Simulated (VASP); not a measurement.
# PbO (Pnma) in VASP: further runs

The runs below take PbO through single point, with PBE.

Program: VASP 6.6.1. These are calculated values, not measurements. Logs are shortened: lines on timing, memory, paths and dates and some standing lists are left out, and cuts for length are marked.

**1. The cell of the first run**

Symmetry: Pnma, No. 62, orthorhombic system. Conventional cell: a = 12.447 Å, b = 3.593 Å, c = 3.748 Å, α = 90.00°, β = 90.00°, γ = 90.00°. Pb (site symmetry m) has 5 O at 2.25 to 2.97 Å within 3.0 Å. Within 3.2 Å of O (site symmetry m) lie 5 Pb at 2.25 to 2.97 Å and 4 O at 3.10 Å.

**2. Single point, PBE**

INCAR

```
PREC = Accurate
ENCUT = 520
EDIFF = 1E-6
ISMEAR = 0
SIGMA = 0.1
LREAL = False
LASPH = True
NELM = 100
ALGO = Normal
ISIF = 2
LWAVE = False
LCHARG = True
GGA = PE
LELF = True
LVHAR = True
NBANDS = 50
```

KPOINTS

```
Automatic mesh
0
Gamma
  2 4 4
```

POSCAR

```
PbO
1.0
   12.4469335203      0.0000000000      0.0000000000
    0.0000000000      3.5929237127      0.0000000000
    0.0000000000      0.0000000000      3.7478314770
Pb O
4 4
Direct
    0.1404881082      0.2500000000      0.1766438649
    0.8595118918      0.7500000000      0.8233561351
    0.3595118918      0.7500000000      0.6766438649
    0.6404881082      0.2500000000      0.3233561351
    0.8181110673      0.2500000000      0.4408016171
    0.1818889327      0.7500000000      0.5591983829
    0.6818889327      0.7500000000     -0.0591983829
    0.3181110673      0.2500000000      1.0591983829
```

Potentials or basis: VASP PAW PBE potentials, release 64 (Pb_d, O).

Started as:

```bash
$ cat potpaw_PBE.64/Pb_d/POTCAR potpaw_PBE.64/O/POTCAR > POTCAR
$ mpirun -np 1 vasp_std > vasp.out
```

OUTCAR:

```text
PREC = Accurate
   ENCUT = 520
   EDIFF = 1E-6
   ISMEAR = 0
   LREAL = False
   LASPH = True
   NELM = 100
   ISIF = 2
   GGA = PE

 ion  position               nearest neighbor table
   1  0.140  0.250  0.177-   8 2.25   6 2.36   6 2.36   6 2.97   6 2.97   3 3.76   3 3.76   3 3.76
                             3 3.76
   2  0.860  0.750  0.823-   7 2.25   5 2.36   5 2.36   5 2.97   5 2.97   4 3.76   4 3.76   4 3.76
                             4 3.76
   3  0.360  0.750  0.677-   6 2.25   8 2.36   8 2.36   8 2.97   8 2.97   1 3.76   1 3.76   1 3.76
                             1 3.76
   4  0.640  0.250  0.323-   5 2.25   7 2.36   7 2.36   7 2.97   7 2.97   2 3.76   2 3.76   2 3.76
                             2 3.76
   5  0.818  0.250  0.441-   4 2.25   2 2.36   2 2.36   2 2.97   2 2.97
   6  0.182  0.750  0.559-   3 2.25   1 2.36   1 2.36   1 2.97   1 2.97
   7  0.682  0.750  0.941-   2 2.25   4 2.36   4 2.36   4 2.97   4 2.97
   8  0.318  0.250  0.059-   1 2.25   3 2.36   3 2.36   3 2.97   3 2.97

  LATTYP: Found a simple orthorhombic cell.
 ALAT       =     3.5929237127
 B/A-ratio  =     1.0431146823
 C/A-ratio  =     3.4642910664

  Lattice vectors:

 A1 = (   0.0000000000,   3.5929237127,   0.0000000000)
 A2 = (   0.0000000000,   0.0000000000,   3.7478314770)
 A3 = (  12.4469335203,   0.0000000000,   0.0000000000)

Analysis of symmetry for initial positions (statically):
=====================================================================
 Subroutine PRICEL returns:
 Original cell was already a primitive cell.

 Routine SETGRP: Setting up the symmetry group for a
 simple orthorhombic supercell.

 Subroutine GETGRP returns: Found  8 space group operations
 (whereof  2 operations were pure point group operations)
 out of a pool of  8 trial point group operations.

The static configuration has the point symmetry S_2 .
 The point group associated with its full space group is D_2h.

Analysis of symmetry for dynamics (positions and initial velocities):
=====================================================================
 Subroutine PRICEL returns:
 Original cell was already a primitive cell.

 Routine SETGRP: Setting up the symmetry group for a
 simple orthorhombic supercell.

 Subroutine GETGRP returns: Found  8 space group operations
 (whereof  2 operations were pure point group operations)
 out of a pool of  8 trial point group operations.

The dynamic configuration has the point symmetry S_2 .
 The point group associated with its full space group is D_2h.

 Subroutine INISYM returns: Found  8 space group operations
 (whereof  2 operations are pure point group operations),
 and found     1 'primitive' translations

----------------------------------------------------------------------------------------

                                     Primitive cell

  volume of cell :     167.6063

  direct lattice vectors                    reciprocal lattice vectors
    12.446933520  0.000000000  0.000000000     0.080341073  0.000000000  0.000000000
     0.000000000  3.592923713  0.000000000     0.000000000  0.278324863  0.000000000
     0.000000000  0.000000000  3.747831477     0.000000000  0.000000000  0.266820962

  length of vectors
    12.446933520  3.592923713  3.747831477     0.080341073  0.278324863  0.266820962

  position of ions in fractional coordinates (direct lattice)
     0.140488108  0.250000000  0.176643865
     0.859511892  0.750000000  0.823356135
     0.359511892  0.750000000  0.676643865
     0.640488108  0.250000000  0.323356135
     0.818111067  0.250000000  0.440801617
     0.181888933  0.750000000  0.559198383
     0.681888933  0.750000000  0.940801617
     0.318111067  0.250000000  0.059198383

  ion indices of the primitive-cell ions
   primitive index   ion index
                 1           1
                 2           2
                 3           3
                 4           4
                 5           5
                 6           6
                 7           7
                 8           8

----------------------------------------------------------------------------------------

 KPOINTS: Automatic mesh

Automatic generation of k-mesh.
 Grid dimensions read from file:
 generate k-points for:    2    4    4

 Generating k-lattice:

  Cartesian coordinates                     Fractional coordinates (reciprocal lattice)
     0.040170537  0.000000000  0.000000000     0.500000000  0.000000000  0.000000000
     0.000000000  0.069581216  0.000000000     0.000000000  0.250000000  0.000000000
     0.000000000  0.000000000  0.066705240     0.000000000  0.000000000  0.250000000

  Length of vectors
     0.040170537  0.069581216  0.066705240

  Shift w.r.t. Gamma in fractional coordinates (k-lattice)
     0.000000000  0.000000000  0.000000000

 Subroutine IBZKPT returns following result:
 ===========================================

 Found     18 irreducible k-points:

 Following reciprocal coordinates:
[... 38 lines left out ...]
   PSTRESS=    0.0 pullay stress
   NELECT =      80.0000    total number of electrons
   NUPDOWN=      -1.0000    fix difference up-down
   EMIN   =  10.00;   EMAX   =-10.00  energy-range for DOS
   EFERMI =   0.00;   METHOD = LEGACY
   ISMEAR =     0;   SIGMA  =   0.10  broadening in eV -4-tet -1-fermi 0-gaus
   EFERMI_NEDOS =   21; number of points for ismear=-14 and -15
   IALGO  =     38    algorithm
   IMIX   =      4    mixing-type and parameters
     AMIX     =   0.40;   BMIX     =  1.00
     AMIX_MAG =   1.60;   BMIX_MAG =  1.00
  volume/ion in A,a.u.               =      20.95       141.38
  Fermi-wavevector in a.u.,A,eV,Ry     =   1.279405  2.417725 22.271063  1.636877
  Thomas-Fermi vector in A             =   2.411892
   LORBIT       =      0    0 simple, 1 ext, 2 COOP (PROOUT), +10 PAW based schemes
   GGA     = PE    functional components
   LHFCALC =     F    Hartree Fock is set to
   AEXX    =    0.0000 exact exchange contribution
   IVDW    =     0    specifies the selected vdW correction
   LEPSILON=     F    determine dielectric tensor
   LRPA    =     F    only Hartree local field effects (RPA)
 non-spin polarized calculation
 Gauss-broadening in eV      SIGMA  =   0.10
  energy-cutoff  :      520.00
  volume of cell :      167.61
 maximum number of plane-waves:      4546
 NGX is ok and might be reduce to    96
   NGX = 47   NGY = 13   NGZ = 13

 number of electron      80.0000017 magnetization

 Free energy of the ion-electron system (eV)
  ---------------------------------------------------
  ext. energy  EPLUGINS =         0.00000000
  ---------------------------------------------------
  free energy    TOTEN  =       -42.69904593 eV

  energy without entropy =      -42.69904593  energy(sigma->0) =      -42.69904593

 E-fermi :   4.5718     XC(G=0):  -9.5923

 val. band max:        4.1325750557   @ k =   0.0000   0.0000   0.0000
 cond. band min:       6.2740578648   @ k =   0.0000   0.0000   0.5000
 fundamental gap:      2.1414828091
 Fermi energy:         4.5717831650

 k-point     1 :       0.0000    0.0000    0.0000
  band No.  band energies     occupation
      1     -13.2445      2.00000
      2     -13.2294      2.00000
      3     -13.1656      2.00000
      4     -13.1569      2.00000
      5     -11.5566      2.00000
      6     -11.5540      2.00000
[... 42 lines left out ...]
     49      11.3104      0.00000
     50      12.0118      0.00000

 k-point     2 :       0.5000    0.0000    0.0000
  band No.  band energies     occupation
      1     -13.2370      2.00000
      2     -13.2370      2.00000
      3     -13.1613      2.00000
      4     -13.1613      2.00000
      5     -11.5554      2.00000
      6     -11.5554      2.00000
[... 42 lines left out ...]
     49      11.5582      0.00000
     50      11.5582      0.00000

 k-point     3 :       0.0000    0.2500    0.0000
  band No.  band energies     occupation
      1     -13.1624      2.00000
      2     -13.1522      2.00000
      3     -13.1180      2.00000
      4     -13.1109      2.00000
      5     -11.4988      2.00000
      6     -11.4963      2.00000
[... 784 lines left out ...]
     49      10.2512      0.00000
     50      10.2512      0.00000

 k-point    18 :       0.5000    0.5000    0.5000
  band No.  band energies     occupation
      1     -13.2421      2.00000
      2     -13.2421      2.00000
      3     -13.2421      2.00000
      4     -13.2421      2.00000
      5     -11.4597      2.00000
      6     -11.4597      2.00000
[... 42 lines left out ...]
     49      10.7427      0.00000
     50      10.7427      0.00000

------------------------ aborting loop because EDIFF is reached ----------------------------------------

  FORCE on cell =-STRESS in cart. coord.  units (eV):
  Direction    XX          YY          ZZ          XY          YZ          ZX
  --------------------------------------------------------------------------------------
  -------------------------------------------------------------------------------------
  Total        0.3687285      0.0877696      0.0451197      0.0000000      0.0000000      0.0000000
  in kB        3.5247383      0.8390042      0.4313069      0.0000000      0.0000000      0.0000000
  external PRESSURE =       1.5983498 kB  Pullay stress =       0.0000000 kB

 VOLUME and BASIS-vectors are now :
 -----------------------------------------------------------------------------
  energy-cutoff  :      520.00
  volume of cell :      167.61
      direct lattice vectors                 reciprocal lattice vectors
    12.446933520  0.000000000  0.000000000     0.080341073  0.000000000  0.000000000
     0.000000000  3.592923713  0.000000000     0.000000000  0.278324863  0.000000000
     0.000000000  0.000000000  3.747831477     0.000000000  0.000000000  0.266820962

 POSITION                                       TOTAL-FORCE (eV/Angst)
 -----------------------------------------------------------------------------------
      1.74865      0.89823      0.66203        -0.036441     -0.000000     -0.009555
     10.69829      2.69469      3.08580         0.036441      0.000000      0.009555
      4.47482      2.69469      2.53595         0.036441     -0.000000     -0.009555
      7.97211      0.89823      1.21188        -0.036441      0.000000      0.009555
     10.18297      0.89823      1.65205         0.004358     -0.000000     -0.015756
      2.26396      2.69469      2.09578        -0.004358      0.000000      0.015756
      8.48743      2.69469      3.52597        -0.004358     -0.000000     -0.015756
      3.95951      0.89823      0.22187         0.004358      0.000000      0.015756
 -----------------------------------------------------------------------------------
    total drift:                                0.000000     -0.000000      0.000000

  FREE ENERGIE OF THE ION-ELECTRON SYSTEM (eV)
  ---------------------------------------------------
  free  energy   TOTEN  =       -42.6990459350 eV

  energy  without entropy=      -42.6990459350  energy(sigma->0) =      -42.69904593
```

Run time: 2.3 min. Hardware: 1 thread of Intel Xeon Platinum 8259CL at 2.50GHz (Skylake/Cascade Lake), shared host; peak memory 0.32 GiB.

What came out:

```yaml
Free_energy: -42.6990 eV
Pressure: 0.2 GPa
Largest_force: 0.038 eV/Å
Band_gap_on_the_k_mesh: 2.14 eV (least direct gap 2.39 eV)
```

Forces in eV/Å, atoms in the order of the input:
```
Pb  -0.036  0.000 -0.010
Pb   0.036  0.000  0.010
Pb   0.036  0.000 -0.010
Pb  -0.036  0.000  0.010
O    0.004  0.000 -0.016
O   -0.004  0.000  0.016
O   -0.004  0.000 -0.016
O    0.004  0.000  0.016
```

Stress tensor (GPa, compression positive):
```
0.35 0.00 0.00
0.00 0.08 0.00
0.00 0.00 0.04
```

Levels at points of the mesh, in eV from the valence-band top:
| k point | band 36 | band 37 | band 38 | band 39 | band 40 | band 41 | band 42 | band 43 | band 44 | band 45 |
| --- | --- | --- | --- | --- | --- | --- | --- | --- | --- | --- |
| (0.00, 0.00, 0.00) | -1.50 | -1.29 | -1.20 | -0.49 | 0.00 | 2.77 | 3.41 | 5.91 | 5.91 | 5.97 |
| (0.50, 0.00, 0.00) | -1.51 | -1.27 | -1.27 | -0.19 | -0.19 | 3.10 | 3.10 | 5.66 | 5.66 | 6.57 |
| (0.00, 0.50, 0.00) | -1.39 | -0.66 | -0.66 | -0.52 | -0.52 | 2.23 | 2.23 | 2.80 | 2.80 | 5.56 |
| (0.50, 0.50, 0.00) | -1.44 | -0.58 | -0.58 | -0.58 | -0.58 | 2.51 | 2.51 | 2.51 | 2.51 | 5.90 |
| (0.00, 0.00, 0.50) | -1.61 | -0.85 | -0.85 | -0.25 | -0.25 | 2.14 | 2.14 | 2.50 | 2.50 | 5.42 |
| (0.50, 0.00, 0.50) | -1.61 | -0.79 | -0.79 | -0.26 | -0.26 | 2.27 | 2.27 | 2.38 | 2.38 | 5.48 |
| (0.00, 0.50, 0.50) | -2.63 | -1.24 | -1.24 | -0.87 | -0.87 | 3.77 | 3.77 | 4.13 | 4.13 | 4.73 |
| (0.50, 0.50, 0.50) | -2.69 | -1.05 | -1.05 | -1.05 | -1.05 | 4.01 | 4.01 | 4.01 | 4.01 | 4.68 |

Caveat: the k points lie up to 0.44 Å⁻¹ apart; spin-orbit coupling is left out, which moves the levels of the heavy elements.

**3. Single point, PBE**

INCAR

```
PREC     = Accurate       # precision mode
ENCUT    = 520            # plane-wave cutoff, eV
EDIFF    = 1E-6           # SCF threshold, eV
ISMEAR   = 0              # smearing method
SIGMA    = 0.1            # smearing width, eV
LREAL    = F              # projectors in reciprocal space
LASPH    = T              # aspherical terms in the spheres
NELM     = 80             # most SCF steps
ALGO     = Normal         # electronic algorithm
ISIF     = 2              # what is computed and relaxed
LWAVE    = F              # write WAVECAR
LCHARG   = T              # write CHGCAR
GGA      = PE             # functional
LELF     = T              # ELF
LVHAR    = T            
NBANDS   = 50             # bands
```

KPOINTS

```
Automatic mesh
0
Gamma
  2 6 4
```

POSCAR, as its differences from that of step 2:

```diff
@@ -14,3 +14,3 @@
     0.1818889327      0.7500000000      0.5591983829
-    0.6818889327      0.7500000000     -0.0591983829
-    0.3181110673      0.2500000000      1.0591983829
+    0.6818889327      0.7500000000      0.9408016171
+    0.3181110673      0.2500000000      0.0591983829
```

Potentials or basis: VASP PAW PBE potentials, release 64 (Pb_d, O).

Started as:

```bash
$ cat potpaw_PBE.64/Pb_d/POTCAR potpaw_PBE.64/O/POTCAR > POTCAR
$ mpirun -np 1 vasp_std > vasp.out
```

Wall time 2.9 min (1 thread of Intel Xeon Platinum 8259CL at 2.50GHz (Skylake/Cascade Lake), shared host); peak memory 0.34 GiB.

Results (log left out):

| Item | Value |
| --- | --- |
| Free energy | -42.6881 eV |
| Pressure | 0.2 GPa |
| Largest force | 0.035 eV/Å |
| Band gap on the k mesh | 2.14 eV (least direct gap 2.39 eV) |

Forces on the atoms (eV/Å):
```
Pb  -0.035  0.000 -0.002
Pb   0.035  0.000  0.002
Pb   0.035  0.000 -0.002
Pb  -0.035  0.000  0.002
O    0.003  0.000 -0.009
O   -0.003  0.000  0.009
O   -0.003  0.000 -0.009
O    0.003  0.000  0.009
```

Stress tensor (GPa, compression positive):
```
0.37 0.00 0.00
0.00 0.05 0.00
0.00 0.00 0.14
```

Levels at points of the mesh, in eV from the valence-band top:
| k point | band 37 | band 38 | band 39 | band 40 | band 41 | band 42 | band 43 | band 44 |
| --- | --- | --- | --- | --- | --- | --- | --- | --- |
| (0.00, 0.00, 0.00) | -1.29 | -1.20 | -0.49 | 0.00 | 2.77 | 3.41 | 5.91 | 5.91 |
| (0.50, 0.00, 0.00) | -1.27 | -1.27 | -0.18 | -0.18 | 3.10 | 3.10 | 5.66 | 5.66 |
| (0.00, 0.50, 0.00) | -0.66 | -0.66 | -0.52 | -0.52 | 2.23 | 2.23 | 2.80 | 2.80 |
| (0.50, 0.50, 0.00) | -0.58 | -0.58 | -0.58 | -0.58 | 2.51 | 2.51 | 2.51 | 2.51 |
| (0.00, 0.00, 0.50) | -0.85 | -0.85 | -0.25 | -0.25 | 2.14 | 2.14 | 2.50 | 2.50 |
| (0.50, 0.00, 0.50) | -0.79 | -0.79 | -0.26 | -0.26 | 2.27 | 2.27 | 2.37 | 2.37 |
| (0.00, 0.50, 0.50) | -1.24 | -1.24 | -0.87 | -0.87 | 3.77 | 3.77 | 4.12 | 4.12 |
| (0.50, 0.50, 0.50) | -1.05 | -1.05 | -1.05 | -1.05 | 4.01 | 4.01 | 4.01 | 4.01 |

Caveat: spin-orbit coupling is left out, which moves the levels of the heavy elements.

**4. Single point, PBE**

This run uses another cell than the first one, of 23.99 Å³/atom.

INCAR

```
PREC = Accurate
ENCUT = 520
EDIFF = 1E-7
ISMEAR = 0
SIGMA = 0.1
LREAL = F
LASPH = T
NELM = 60
ALGO = Normal
ISIF = 2
LWAVE = F
LCHARG = F
GGA = PE
NBANDS = 50
```

KPOINTS is that of step 3.

POSCAR

```
PbO
1.0
   11.0053102186      0.0000000000      0.0000000000
    0.0000000000      3.8476419825      0.0000000000
    0.0000000000      0.0000000000      4.5328385000
Pb O
4 4
Direct
    0.1210000000      0.2500000000      0.1060000000
    0.8790000000      0.7500000000      0.8940000000
    0.3790000000      0.7500000000      0.6060000000
    0.6210000000      0.2500000000      0.3940000000
    0.8520000000      0.2500000000      0.5030000000
    0.1480000000      0.7500000000      0.4970000000
    0.6480000000      0.7500000000      0.0030000000
    0.3520000000      0.2500000000      0.9970000000
```

Started as:

```bash
$ cat potpaw_PBE.64/Pb_d/POTCAR potpaw_PBE.64/O/POTCAR > POTCAR
$ mpirun -np 1 vasp_std > vasp.out
```

It took 3.8 min on 1 thread of Intel Xeon Platinum 8259CL at 2.50GHz (Skylake/Cascade Lake), shared host; peak memory 0.38 GiB.

Results (log left out):

* Free energy: -39.1821 eV
* Pressure: -12.2 GPa
* Largest force: 2.338 eV/Å
* Band gap on the k mesh: 0.90 eV (least direct gap 1.02 eV)

Forces on the atoms (eV/Å):
```
Pb   1.862  0.000  1.413
Pb  -1.862  0.000 -1.413
Pb  -1.862  0.000  1.413
Pb   1.862  0.000 -1.413
O   -0.891  0.000  0.980
O    0.891  0.000 -0.980
O    0.891  0.000  0.980
O   -0.891  0.000 -0.980
```

Stress tensor (GPa, compression positive):
```
-10.71   0.00   0.00
  0.00  -9.87   0.00
  0.00   0.00 -16.03
```

Levels at points of the mesh, in eV from the valence-band top:
| k point | band 36 | band 37 | band 38 | band 39 | band 40 | band 41 | band 42 | band 43 | band 44 | band 45 |
| --- | --- | --- | --- | --- | --- | --- | --- | --- | --- | --- |
| (0.00, 0.00, 0.00) | -0.66 | -0.48 | -0.33 | -0.32 | -0.06 | 2.86 | 2.89 | 4.20 | 4.22 | 4.60 |
| (0.50, 0.00, 0.00) | -0.84 | -0.55 | -0.55 | -0.19 | -0.19 | 3.02 | 3.02 | 4.12 | 4.12 | 5.07 |
| (0.00, 0.50, 0.00) | -0.70 | -0.47 | -0.47 | -0.45 | -0.45 | 1.13 | 1.13 | 2.04 | 2.04 | 4.47 |
| (0.50, 0.50, 0.00) | -0.83 | -0.53 | -0.53 | -0.53 | -0.53 | 1.62 | 1.62 | 1.62 | 1.62 | 4.63 |
| (0.00, 0.00, 0.50) | -0.57 | -0.43 | -0.43 | 0.00 | 0.00 | 1.58 | 1.58 | 2.70 | 2.70 | 4.18 |
| (0.50, 0.00, 0.50) | -0.58 | -0.23 | -0.23 | -0.01 | -0.01 | 2.12 | 2.12 | 2.20 | 2.20 | 4.24 |
| (0.00, 0.50, 0.50) | -1.34 | -0.86 | -0.86 | -0.45 | -0.45 | 2.57 | 2.57 | 3.06 | 3.06 | 4.32 |
| (0.50, 0.50, 0.50) | -1.64 | -0.53 | -0.53 | -0.53 | -0.53 | 2.85 | 2.85 | 2.85 | 2.85 | 4.69 |

Caveat: the stress differs along the axes, from -16 to -10 GPa; spin-orbit coupling is left out, which moves the levels of the heavy elements; forces of over 1 eV/Å act on the atoms, so gaps and moduli don't describe the material at rest. A k mesh can miss the band edges.

**5. Overview**

| cell | k mesh | gap on the mesh (eV) | pressure (GPa) | largest force (eV/Å) |
| --- | --- | --- | --- | --- |
| a = 12.447, b = 3.593, c = 3.748 Å, 8 atoms, atomic positions A | 2 × 4 × 4 | 2.14 | 0.2 | 0.04 |
| a = 12.447, b = 3.593, c = 3.748 Å, 8 atoms, atomic positions A | 2 × 6 × 4 | 2.14 | 0.2 | 0.03 |
| a = 11.005, b = 3.848, c = 4.533 Å, 8 atoms, atomic positions B | 2 × 6 × 4 | 0.90 | -12.2 | 2.34 |

Alike in all rows: task single point; level PBE; potentials or basis VASP PAW PBE potentials, release 64 (Pb_d, O); no spin polarisation; cutoff (eV) 520; smearing gaussian 0.1 eV.

Caveats: some runs use coarse meshes; spin-orbit coupling is left out, which moves the levels of the heavy elements; the stress differs along the axes, from -16 to -10 GPa (at least some runs); forces of over 1 eV/Å act on the atoms, so gaps and moduli don't describe the material at rest (at least some runs).

Total energies depend on the potentials used, so only differences within one code and one set of settings carry meaning.
